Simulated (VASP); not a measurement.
# Te (P3_221) in VASP: further runs

Te is run at these levels: PBEsol; tasks: single point, relaxation of cell and atoms.

Everything below comes from runs of VASP 6.6.1. Logs are shortened: lines on timing, memory, paths and dates and some standing lists are left out, and cuts for length are marked.

### 1 The cell of the first run

Symmetry: P3_221, No. 154, trigonal system. The conventional cell has a = 4.318 Å, b = 4.318 Å, c = 5.956 Å, α = 90.00°, β = 90.00°, γ = 120.00°. Te (site symmetry 2) has 6 Te at 2.91 to 3.35 Å within 3.8 Å.

### 2 Single point, PBEsol

The input, INCAR:

```
SYSTEM = Te
PREC     = Accurate       ! precision mode
ENCUT    = 520            ! plane-wave cutoff, eV
EDIFF    = 1E-7           ! SCF threshold, eV
ISMEAR   = 0              ! smearing method
SIGMA    = 0.02           ! smearing width, eV
LREAL    = .False.        ! projectors in reciprocal space
LASPH    = .True.         ! aspherical terms in the spheres
NELM     = 60             ! most SCF steps
ALGO     = Fast           ! electronic algorithm
ISIF     = 2              ! what is computed and relaxed
LWAVE    = .False.        ! write WAVECAR
LCHARG   = .False.        ! write CHGCAR
GGA      = PS             ! functional
NBANDS   = 16             ! bands
```

The input, KPOINTS:

```
Automatic mesh
0
Gamma
  9 9 6
  0 0 0
```

The input, POSCAR:

```
Te
1.0
    4.3182127388      0.0000000000      0.0000000000
   -2.1591063694      3.7396819308      0.0000000000
    0.0000000000      0.0000000000      5.9561344631
Te
3
Direct
    0.0000000000      0.2838117352      0.3333333333
    0.2838117352      0.0000000000      0.6666666667
    0.7161882648      0.7161882648      0.0000000000
```

Potentials or basis: VASP PAW PBE potentials, release 64 (Te).

Run with:

```bash
cat potpaw_PBE.64/Te/POTCAR > POTCAR
mpirun -np 1 vasp_std > vasp.out
```

OUTCAR:

```text
SYSTEM = Te
   PREC = Accurate
   ENCUT = 520
   EDIFF = 1E-7
   ISMEAR = 0
   LREAL = .False.
   LASPH = .True.
   NELM = 60
   ISIF = 2
   GGA = PS

 ion  position               nearest neighbor table
   1  0.000  0.284  0.333-   3 2.91   2 2.91   3 3.35   3 3.35   2 3.35   2 3.35
   2  0.284  0.000  0.667-   3 2.91   1 2.91   3 3.35   3 3.35   1 3.35   1 3.35
   3  0.716  0.716  0.000-   2 2.91   1 2.91   2 3.35   1 3.35   1 3.35   2 3.35

  LATTYP: Found a hexagonal cell.
 ALAT       =     4.3182127388
 C/A-ratio  =     1.3793054727

  Lattice vectors:

 A1 = (   4.3182127388,   0.0000000000,   0.0000000000)
 A2 = (  -2.1591063694,   3.7396819308,   0.0000000000)
 A3 = (   0.0000000000,   0.0000000000,   5.9561344631)

Analysis of symmetry for initial positions (statically):
=====================================================================
 Subroutine PRICEL returns:
 Original cell was already a primitive cell.

 Routine SETGRP: Setting up the symmetry group for a
 hexagonal supercell.

 Subroutine GETGRP returns: Found  6 space group operations
 (whereof  2 operations were pure point group operations)
 out of a pool of 24 trial point group operations.

The static configuration has the point symmetry C_2 .
 The point group associated with its full space group is D_3 .

Analysis of symmetry for dynamics (positions and initial velocities):
=====================================================================
 Subroutine PRICEL returns:
 Original cell was already a primitive cell.

 Routine SETGRP: Setting up the symmetry group for a
 hexagonal supercell.

 Subroutine GETGRP returns: Found  6 space group operations
 (whereof  2 operations were pure point group operations)
 out of a pool of 24 trial point group operations.

The dynamic configuration has the point symmetry C_2 .
 The point group associated with its full space group is D_3 .

 Subroutine INISYM returns: Found  6 space group operations
 (whereof  2 operations are pure point group operations),
 and found     1 'primitive' translations

----------------------------------------------------------------------------------------

                                     Primitive cell

  volume of cell :      96.1841

  direct lattice vectors                    reciprocal lattice vectors
     4.318212739  0.000000000  0.000000000     0.231577289  0.133701210  0.000000000
    -2.159106369  3.739681931  0.000000000     0.000000000  0.267402420  0.000000000
     0.000000000  0.000000000  5.956134463     0.000000000  0.000000000  0.167894128

  length of vectors
     4.318212739  4.318212739  5.956134463     0.267402420  0.267402420  0.167894128
[... 88 lines left out ...]
   NFREE  =      0    steps in history (QN), initial steepest desc. (CG)
   ISIF   =      2    stress and relaxation
   ISYM   =      2    0-nonsym 1-usesym 2-fastsym
   POTIM  = 0.5000    time-step for ionic-motion
   TEBEG  =    0.0;   TEEND  =   0.0 temperature during run
   PSTRESS=    0.0 pullay stress
   NELECT =      18.0000    total number of electrons
   NUPDOWN=      -1.0000    fix difference up-down
   EMIN   =  10.00;   EMAX   =-10.00  energy-range for DOS
   EFERMI =   0.00;   METHOD = LEGACY
   ISMEAR =     0;   SIGMA  =   0.02  broadening in eV -4-tet -1-fermi 0-gaus
   EFERMI_NEDOS =   21; number of points for ismear=-14 and -15
   IALGO  =     68    algorithm
   IMIX   =      4    mixing-type and parameters
     AMIX     =   0.40;   BMIX     =  1.00
     AMIX_MAG =   1.60;   BMIX_MAG =  1.00
  volume/ion in A,a.u.               =      32.06       216.36
  Fermi-wavevector in a.u.,A,eV,Ry     =   0.936407  1.769552 11.930376  0.876858
  Thomas-Fermi vector in A             =   2.063413
   LORBIT       =      0    0 simple, 1 ext, 2 COOP (PROOUT), +10 PAW based schemes
   GGA     = PS    functional components
   LHFCALC =     F    Hartree Fock is set to
   AEXX    =    0.0000 exact exchange contribution
   IVDW    =     0    specifies the selected vdW correction
   LEPSILON=     F    determine dielectric tensor
   LRPA    =     F    only Hartree local field effects (RPA)
 non-spin polarized calculation
 RMM-DIIS sequential band-by-band and
 Gauss-broadening in eV      SIGMA  =   0.02
  energy-cutoff  :      520.00
  volume of cell :       96.18
 maximum number of plane-waves:      2616
   NGX = 17   NGY = 17   NGZ = 23

 number of electron      17.9999998 magnetization

 Free energy of the ion-electron system (eV)
  ---------------------------------------------------
  ext. energy  EPLUGINS =         0.00000000
  ---------------------------------------------------
  free energy    TOTEN  =       -10.57991043 eV

  energy without entropy =      -10.57978600  energy(sigma->0) =      -10.57984822

 E-fermi :   6.5737     XC(G=0):  -9.4989

 val. band max:        6.5695483824   @ k =   0.3333   0.3333   0.5000
 cond. band min:       6.8054691738   @ k =   0.2222   0.0000   0.1667
 fundamental gap:      0.2359207913
 Fermi energy:         6.5737169684

 k-point     1 :       0.0000    0.0000    0.0000
  band No.  band energies     occupation
      1      -7.3635      2.00000
      2      -3.9706      2.00000
      3      -3.9706      2.00000
      4       3.6040      2.00000
      5       3.9535      2.00000
      6       3.9535      2.00000
[... 433 lines left out ...]
      3      -3.4915      2.00000
      4       1.8185      2.00000
      5       2.2237      2.00000
      6       3.3514      2.00000
[... 8 lines left out ...]
     15      13.0442      0.00000
     16      13.6533      0.00000

 [... further k-points ...]

------------------------ aborting loop because EDIFF is reached ----------------------------------------

  FORCE on cell =-STRESS in cart. coord.  units (eV):
  Direction    XX          YY          ZZ          XY          YZ          ZX
  --------------------------------------------------------------------------------------
  -------------------------------------------------------------------------------------
  Total        0.0172210      0.0172210      0.0645005     -0.0000000      0.0000000      0.0000000
  in kB        0.2868573      0.2868573      1.0744108     -0.0000000      0.0000000      0.0000000
  external PRESSURE =       0.5493752 kB  Pullay stress =       0.0000000 kB

 VOLUME and BASIS-vectors are now :
 -----------------------------------------------------------------------------
  energy-cutoff  :      520.00
  volume of cell :       96.18
      direct lattice vectors                 reciprocal lattice vectors
     4.318212739  0.000000000  0.000000000     0.231577289  0.133701210  0.000000000
    -2.159106369  3.739681931  0.000000000     0.000000000  0.267402420  0.000000000
     0.000000000  0.000000000  5.956134463     0.000000000  0.000000000  0.167894128

 POSITION                                       TOTAL-FORCE (eV/Angst)
 -----------------------------------------------------------------------------------
     -0.61278      1.06137      1.98538        -0.007703      0.013342      0.000000
      1.22556      0.00000      3.97076         0.015406     -0.000000      0.000000
      1.54633      2.67832      0.00000        -0.007703     -0.013342      0.000000
 -----------------------------------------------------------------------------------
    total drift:                                0.000000     -0.000000     -0.000000

  FREE ENERGIE OF THE ION-ELECTRON SYSTEM (eV)
  ---------------------------------------------------
  free  energy   TOTEN  =       -10.5799104268 eV

  energy  without entropy=      -10.5797860044  energy(sigma->0) =      -10.57984822
```

OSZICAR:

```text
N       E                     dE             d eps       ncg     rms          rms(c)
DAV:   1     0.721081328767E+02    0.72108E+02   -0.65732E+03  1984   0.908E+02
DAV:   2    -0.600220571351E+01   -0.78110E+02   -0.74156E+02  2672   0.135E+02
DAV:   3    -0.105288557193E+02   -0.45267E+01   -0.45100E+01  2400   0.369E+01
DAV:   4    -0.106020986556E+02   -0.73243E-01   -0.73236E-01  2960   0.547E+00
DAV:   5    -0.106035063617E+02   -0.14077E-02   -0.14077E-02  2488   0.677E-01    0.135E+01
RMM:   6    -0.105861065510E+02    0.17400E-01   -0.10625E-02  2033   0.532E-01    0.831E+00
RMM:   7    -0.105802298508E+02    0.58767E-02   -0.21668E-02  2143   0.847E-01    0.185E-01
RMM:   8    -0.105798714389E+02    0.35841E-03   -0.36151E-03  2156   0.394E-01    0.632E-02
RMM:   9    -0.105799103139E+02   -0.38875E-04   -0.50437E-04  2416   0.175E-01    0.535E-02
RMM:  10    -0.105799077804E+02    0.25335E-05   -0.74756E-05  2386   0.690E-02    0.263E-02
RMM:  11    -0.105799108286E+02   -0.30481E-05   -0.27877E-05  2509   0.377E-02    0.189E-02
RMM:  12    -0.105799113624E+02   -0.53378E-06   -0.42673E-06  2538   0.156E-02    0.261E-02
RMM:  13    -0.105799109072E+02    0.45517E-06   -0.74803E-07  2059   0.653E-03    0.243E-02
RMM:  14    -0.105799106398E+02    0.26742E-06   -0.17094E-07  1539   0.312E-03    0.191E-02
RMM:  15    -0.105799104887E+02    0.15107E-06   -0.42797E-08  1369   0.154E-03    0.148E-02
RMM:  16    -0.105799104268E+02    0.61894E-07   -0.10858E-08  1295   0.770E-04
   1 F= -.10579910E+02 E0= -.10579848E+02  d E =-.124422E-03
```

stdout:

```text
POSCAR found type information on POSCAR Te
 POSCAR found :  1 types and       3 ions
 scaLAPACK will be used
 -----------------------------------------------------------------------------
|                                                                             |
|                                                                             |
|     You enforced a specific xc type in the INCAR file but a different       |
|     I HOPE YOU KNOW WHAT YOU ARE DOING!                                     |
|                                                                             |
 -----------------------------------------------------------------------------

 LDA part: xc-table for (Slater+PW92), standard interpolation
 POSCAR, INCAR and KPOINTS ok, starting setup
 FFT: planning ... GRIDC
 FFT: planning ... GRID_SOFT
 FFT: planning ... GRID
 WAVECAR not read
 entering main loop
```

It took 85 s on 1 thread of AMD EPYC 9755, shared host; peak memory 0.21 GiB.

What came out:

```yaml
Free_energy: -10.5799 eV
Pressure: 0.1 GPa
Largest_force: 0.015 eV/Å
Band_gap_on_the_k_mesh: zero (filled and empty bands touch)
```

Forces in eV/Å, atoms in the order of the input:
```
Te  -0.008  0.013  0.000
Te   0.015  0.000  0.000
Te  -0.008 -0.013  0.000
```

Stress tensor (GPa, compression positive):
```
0.03 0.00 0.00
0.00 0.03 0.00
0.00 0.00 0.11
```

Caveat: the PAW data sets were made with another functional, which shifts forces and pressure a little; spin-orbit coupling is left out, which moves the levels of the heavy elements.

### 3 Single point, PBEsol

The input, INCAR:

```
ALGO = Fast
EDIFF = 1E-6
ENCUT = 520
GGA = PS
ISIF = 2
ISMEAR = 0
LASPH = True
LCHARG = False
LREAL = False
LWAVE = False
NBANDS = 16
NELM = 100
PREC = Accurate
SIGMA = 0.1
```

The input, KPOINTS:

```
k-points
0
Gamma
  12 12 8
```

POSCAR is that of step 2.

Potentials or basis: VASP PAW PBE potentials, release 64 (Te).

Run with:

```bash
cat potpaw_PBE.64/Te/POTCAR > POTCAR
mpirun -np 1 vasp_std > vasp.out
```

It took 3.2 min on 1 thread of AMD EPYC 9755, shared host; peak memory 0.28 GiB.

Results (log left out):

| Item | Value |
| --- | --- |
| Free energy | -10.5814 eV |
| Pressure | 0.1 GPa |
| Largest force | 0.020 eV/Å |
| Band gap on the k mesh | zero (filled and empty bands touch) |

Forces in eV/Å, atoms in the order of the input:
```
Te  -0.010  0.017  0.000
Te   0.020  0.000  0.000
Te  -0.010 -0.017  0.000
```

Levels at points of the mesh, in eV from the Fermi level:
| k point | band 6 | band 7 | band 8 | band 9 | band 10 | band 11 | band 12 | band 13 |
| --- | --- | --- | --- | --- | --- | --- | --- | --- |
| (0.00, 0.00, 0.00) | -2.64 | -1.82 | -1.82 | -1.16 | 0.96 | 0.96 | 1.64 | 4.75 |
| (0.50, 0.00, 0.00) | -4.06 | -3.93 | -0.90 | -0.76 | 0.53 | 0.54 | 2.37 | 3.75 |
| (0.00, 0.00, 0.50) | -2.70 | -1.32 | -0.90 | -0.90 | 0.22 | 0.27 | 0.27 | 3.59 |
| (0.50, 0.00, 0.50) | -3.71 | -2.81 | -2.54 | -0.36 | 0.33 | 1.98 | 2.61 | 4.17 |

Caveat: the PAW data sets were made with another functional, which shifts forces and pressure a little; spin-orbit coupling is left out, which moves the levels of the heavy elements.

### 4 Relaxation of cell and atoms, PBEsol

This run uses another cell than the first one, of 36.23 Å³/atom.

The input, INCAR:

```
SYSTEM = Te
PREC     = Accurate       ! precision mode
ENCUT    = 600            ! plane-wave cutoff, eV
EDIFF    = 1E-7           ! SCF threshold, eV
ISMEAR   = 0              ! smearing method
SIGMA    = 0.02           ! smearing width, eV
LREAL    = .FALSE.        ! projectors in reciprocal space
LASPH    = .TRUE.         ! aspherical terms in the spheres
NELM     = 60             ! most SCF steps
ALGO     = Fast           ! electronic algorithm
ISIF     = 3              ! what is computed and relaxed
LWAVE    = .FALSE.        ! write WAVECAR
LCHARG   = .FALSE.        ! write CHGCAR
GGA      = PS             ! functional
IBRION   = 2              ! ionic algorithm
NSW      = 100            ! ionic steps
EDIFFG   = -0.005         ! ionic threshold
```

The input, KPOINTS:

```
regular mesh
0
G
  9 9 6
  0 0 0
```

The input, POSCAR:

```
Te
1.0
    4.6182077007      0.0000000000      0.0000000000
   -2.3091038503      3.9994851887      0.0000000000
    0.0000000000      0.0000000000      5.8851148648
Te
3
Direct
    0.0000000000      0.2557281400      0.3333333300
    0.2557281400      0.0000000000      0.6666666700
    0.7442718600      0.7442718600      0.0000000000
```

Run with:

```bash
cat potpaw_PBE.64/Te/POTCAR > POTCAR
mpirun -np 1 vasp_std > vasp.out
```

Wall time 25 min (1 thread of AMD EPYC 9755, shared host); peak memory 0.31 GiB.

The run converged. Its results:

| Item | Value |
| --- | --- |
| Free energy | -10.5804 eV |
| Relaxed volume | 32.05 Å³/atom |
| Relaxed cell | a = 4.316 Å, b = 4.316 Å, c = 5.961 Å, α = 90.00°, β = 90.00°, γ = 120.00° |
| Space group after relaxing (to 0.1 Å) | P3_221 (No. 154) |
| Energy gained by relaxing | 40.8 meV/atom |
| Ionic steps | 14 |
| Pressure after relaxing | 0.0 GPa |
| Band gap on the k mesh | zero (filled and empty bands touch) |

Step by step:
```csv
step,energy change (eV),largest force (eV/Å),pressure (GPa),volume (Å³)
1,0.0000,0.1742,-1.53,108.70
2,-0.0295,0.4521,0.45,103.33
3,-0.0295,0.4509,0.44,103.36
4,-0.0595,0.3770,0.49,101.48
5,-0.1090,0.2013,1.13,95.90
6,-0.1102,0.1585,1.47,94.40
7,-0.1031,0.1359,-1.73,98.78
8,-0.1223,0.0141,-0.04,96.29
9,-0.1223,0.0167,-0.01,96.26
10,-0.1223,0.0135,0.00,96.23
11,-0.1224,0.0043,0.01,96.14
12,-0.1224,0.0034,0.01,96.13
13,-0.1224,0.0024,-0.04,96.19
14,-0.1224,0.0009,-0.01,96.16
```

Final structure:
```cif
data_structure
_symmetry_space_group_name_H-M 'P 1'
_symmetry_Int_Tables_number 1
_cell_length_a 4.3158
_cell_length_b 4.3158
_cell_length_c 5.9612
_cell_angle_alpha 90.000
_cell_angle_beta 90.000
_cell_angle_gamma 120.000
_cell_volume 96.16
loop_
_atom_site_label
_atom_site_type_symbol
_atom_site_fract_x
_atom_site_fract_y
_atom_site_fract_z
_atom_site_occupancy
Te1 Te 0.00000 0.28455 0.33333 1
Te2 Te 0.28455 0.00000 0.66667 1
Te3 Te 0.71545 0.71545 0.00000 1
```

Levels at points of the mesh, in eV from the Fermi level:
```csv
k point,band 6,band 7,band 8,band 9,band 10,band 11,band 12,band 13
"(0.00, 0.00, 0.00)",-2.61,-1.79,-1.79,-1.15,0.98,0.98,1.67,4.78
"(0.00, 0.00, 0.50)",-2.67,-1.28,-0.86,-0.86,0.23,0.29,0.29,3.62
```

Caveat: the PAW data sets were made with another functional, which shifts forces and pressure a little; spin-orbit coupling is left out, which moves the levels of the heavy elements.

### 5 Relaxation of cell and atoms, PBEsol

The input, INCAR:

```
SYSTEM = Te
PREC = Accurate ; ENCUT = 600
EDIFF = 1E-6 ; ISMEAR = 0
SIGMA = 0.1 ; LREAL = .FALSE.
LASPH = .TRUE. ; NELM = 80
ALGO = Fast ; ISIF = 3
LWAVE = .FALSE. ; LCHARG = .FALSE.
GGA = PS ; IBRION = 2
NSW = 100 ; EDIFFG = -0.005
```

The input, KPOINTS:

```
Automatic mesh
0
G
  12 12 8
  0 0 0
```

The input, POSCAR:

```
Te
1.0
    4.3182127388      0.0000000000      0.0000000000
   -2.1591063694      3.7396819308      0.0000000000
    0.0000000000      0.0000000000      5.9561344631
Te
3
Direct
    0.0000000000      0.2838117352      0.3333333333
    0.2838117352      0.0000000000      0.6666666667
    0.7161882648      0.7161882648      0.0000000000
```

Run with:

```bash
cat potpaw_PBE.64/Te/POTCAR > POTCAR
mpirun -np 1 vasp_std > vasp.out
```

It took 13 min on 1 thread of AMD EPYC 9755, shared host; peak memory 0.33 GiB.

It converged, with:

```
Free energy                           : -10.5816 eV
Relaxed volume                        : 32.00 Å³/atom
Relaxed cell                          : a = 4.312 Å, b = 4.312 Å, c = 5.962 Å, α = 90.00°, β = 90.00°, γ = 120.00°
Space group after relaxing (to 0.1 Å) : P3_221 (No. 154)
Energy gained by relaxing             : 0.0 meV/atom
Ionic steps                           : 8
Pressure after relaxing               : 0.0 GPa
Band gap on the k mesh                : zero (filled and empty bands touch)
```

The path:
```
step  energy change (eV)  largest force (eV/Å)  pressure (GPa)  volume (Å³)
   1              0.0000                0.0199            0.05        96.18
   2              0.0000                0.0088           -0.06        96.33
   3              0.0000                0.0116           -0.05        96.29
   4             -0.0001                0.0081           -0.04        96.24
   5             -0.0001                0.0003           -0.04        96.11
   6             -0.0001                0.0024           -0.03        96.06
   7             -0.0001                0.0044            0.06        95.92
   8             -0.0001                0.0001            0.01        96.01
```

Final structure:
```
Te
1.0
     4.31234    0.00000    0.00000
    -2.15617    3.73460    0.00000
     0.00000    0.00000    5.96174
Te
3
Cartesian
  -0.6147 1.0647 1.9872
  1.2294 0.0000 3.9745
  1.5415 2.6699 0.0000
```

Levels at points of the mesh, in eV from the Fermi level:
```csv
k point,band 6,band 7,band 8,band 9,band 10,band 11,band 12,band 13
"(0.00, 0.00, 0.00)",-2.63,-1.82,-1.82,-1.18,0.96,0.96,1.65,4.76
"(0.50, 0.00, 0.00)",-4.08,-3.93,-0.87,-0.75,0.51,0.52,2.35,3.74
"(0.00, 0.00, 0.50)",-2.69,-1.30,-0.88,-0.88,0.20,0.27,0.27,3.58
"(0.50, 0.00, 0.50)",-3.70,-2.82,-2.55,-0.36,0.31,1.99,2.62,4.15
```

Caveat: the PAW data sets were made with another functional, which shifts forces and pressure a little; spin-orbit coupling is left out, which moves the levels of the heavy elements.

### 6 The runs side by side

```tsv
task	cell	k mesh	cutoff (eV)	smearing	gap on the mesh (eV)	pressure (GPa)	relaxed volume (Å³/atom)	largest force (eV/Å)
single point	a = 4.318, b = 4.318, c = 5.956 Å, angles 90.0, 90.0, 120.0°, 3 atoms, atomic positions A	9 × 9 × 6	520	gaussian 0.02 eV	none	0.1	-	0.02
single point	a = 4.318, b = 4.318, c = 5.956 Å, angles 90.0, 90.0, 120.0°, 3 atoms, atomic positions A	12 × 12 × 8	520	gaussian 0.1 eV	none	0.1	-	0.02
relaxation of cell and atoms	relaxed from a = 4.618, b = 4.618, c = 5.885 Å, angles 90.0, 90.0, 120.0°, 3 atoms, atomic positions B	9 × 9 × 6	600	gaussian 0.02 eV	none	0.0	32.05	-
relaxation of cell and atoms	relaxed from a = 4.318, b = 4.318, c = 5.956 Å, angles 90.0, 90.0, 120.0°, 3 atoms, atomic positions A	12 × 12 × 8	600	gaussian 0.1 eV	none	0.0	32.00	-
```

Alike in all rows: level PBEsol; potentials or basis VASP PAW PBE potentials, release 64 (Te); no spin polarisation.

Caveats: the PAW data sets were made with another functional, which shifts forces and pressure a little; spin-orbit coupling is left out, which moves the levels of the heavy elements.

Total energies depend on the potentials used, so only differences within one code and one set of settings carry meaning.

The gap in the log of VASP goes by the Fermi energy; the results here count the filled bands.